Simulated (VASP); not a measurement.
Write the native input for VASP 6.6.1 that does the following.

```
Task                   : single point
Functional             : PBE
Potentials or basis    : VASP PAW PBE potentials, release 64 (Ag, Rh_pv)
Cutoff                 : 520 eV
k mesh                 : 14 × 14 × 7
Occupations            : fermi-dirac, width 0.05 eV
Spin                   : collinear spin, ferromagnetic start
Starting moments       : [0.0, 1.0] μB
Dipole correction      : no
Further INCAR settings : ALGO = Normal; EDIFF = 1e-07; NBANDS = 24
```

The structure of AgRh lies in POSCAR:

```
AgRh
1.0
    2.8672490676      0.0000000000      0.0000000000
   -1.4336245338      2.4831105315      0.0000000000
    0.0000000000      0.0000000000      4.9638242277
Ag Rh
1 1
Direct
    0.0000000000      0.0000000000      0.5000000000
    0.6666666667      0.3333333333      0.0000000000
```

These files were run (other wordings do the same):

INCAR

```
ALGO = Normal
EDIFF = 1E-7
ENCUT = 520
GGA = PE
ISIF = 2
ISMEAR = -1
ISPIN = 2
LASPH = T
LCHARG = F
LMAXMIX = 4
LORBIT = 11
LREAL = F
LWAVE = F
MAGMOM = 0 1
NBANDS = 24
NELM = 150
PREC = Accurate
SIGMA = 0.05
```

KPOINTS

```
k-points
0
Gamma
  14 14 7
```

Potentials or basis: VASP PAW PBE potentials, release 64 (Ag, Rh_pv).

Launch:

```bash
$ cat potpaw_PBE.64/Ag/POTCAR potpaw_PBE.64/Rh_pv/POTCAR > POTCAR
$ mpirun -np 1 vasp_std > vasp.out
```

It gave:

The pressure is -12.6 GPa. The net moment is 0.51 μB per cell and the site moments are Ag +0.01; Rh +0.51 μB. The valence electrons inside the program's atomic spheres are Ag 9.83; Rh 13.52.

Caveat: the cell stands under tension.

Wall time 4.1 min on 1 thread of Intel Xeon 8259CL (shared host), peak memory 0.27 GiB.
